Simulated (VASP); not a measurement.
## Na2S: single point with PBE+D3(BJ)

Na2S:

```xyz
3
Lattice="0.0000 3.1987 3.1987 3.1987 0.0000 3.1987 3.1987 3.1987 0.0000" Properties=species:S:1:pos:R:3 pbc="T T T"
Na    1.5993    1.5993    1.5993
Na    4.7980    4.7980    4.7980
S     0.0000    0.0000    0.0000
```

```
Program                : VASP 6.6.1
Task                   : single point
Functional             : PBE
Dispersion             : D3(BJ)
Potentials or basis    : VASP PAW PBE potentials, release 64 (Na_pv, S)
Cutoff                 : 500 eV
k mesh                 : 6 × 6 × 6
Occupations            : gaussian, width 0.05 eV
Spin                   : no spin polarisation
Dipole correction      : no
Further INCAR settings : ALGO = Normal; EDIFF = 1e-06; NBANDS = 17
```

```yaml
Pressure: 0.7 GPa
Band_gap_on_the_k_mesh: 2.71 eV
Dispersion_energy_per_atom: -0.252 eV
```

Levels at points of the mesh, in eV from the valence-band top:
| k point | band 6 | band 7 | band 8 | band 9 | band 10 | band 11 | band 12 | band 13 | band 14 | band 15 |
| --- | --- | --- | --- | --- | --- | --- | --- | --- | --- | --- |
| (0.00, 0.00, 0.00) | -22.04 | -10.24 | 0.00 | 0.00 | 0.00 | 2.71 | 7.97 | 7.97 | 7.97 | 9.51 |
| (0.50, 0.00, 0.00) | -22.07 | -9.94 | -1.75 | -0.13 | -0.13 | 5.07 | 6.72 | 7.30 | 7.30 | 11.66 |
| (0.50, 0.50, 0.00) | -22.02 | -9.85 | -1.57 | -0.48 | -0.48 | 3.87 | 6.21 | 9.01 | 10.22 | 10.22 |

It took 15 s on 1 thread of Intel(R) Xeon(R) Platinum 8375C CPU @ 2.90GHz (Ice Lake), with other jobs on the host, peak memory 0.2 GiB.

A hybrid or GW would open this gap; PBE tends to underestimate it.
